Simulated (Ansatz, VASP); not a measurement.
# Sb: VASP beside Ansatz

```
Sb
1.0
     4.06868    0.00000    0.00000
    -2.03434    3.52358    0.00000
     0.00000    0.00000   20.80003
Sb
4
Cartesian
  0.0000 2.3491 6.1500
  2.0343 1.1745 4.5000
  0.6781 5.0896 11.6500
  2.7125 3.9151 10.0000
```

Alike in both runs: task single point; functional PBE; dispersion D3(BJ); k mesh 9 × 9 × 1; occupations gaussian, width 0.05 eV; no spin polarisation.

|  | VASP | Ansatz |
| --- | --- | --- |
| version | VASP 6.6.1 | Ansatz 0.2.0 |
| potentials or method | VASP PAW PBE potentials, release 64 (Sb), cutoff 520 eV | scalar-relativistic, plane waves, PAW |
| valence electrons in the cell | 20 | 60 |

Ansatz gave:

```
gap on the k mesh at the Fermi level (eV) : 0.87
least direct gap on the mesh (eV)         : 1.51
rms of the force components (eV/Å)        : 0.040
```

Q: Which values does VASP return?

A: gap on the k mesh at the Fermi level (eV): 0.88; least direct gap on the mesh (eV): 1.48; rms of the force components (eV/Å): 0.077.

Atom by atom the forces differ by 0.049 eV/Å (rms over components). VASP's potentials hold 20 valence electrons a cell and Ansatz's 60, so a difference there can come from the potentials and not from the codes.

Spin-orbit coupling is off throughout.
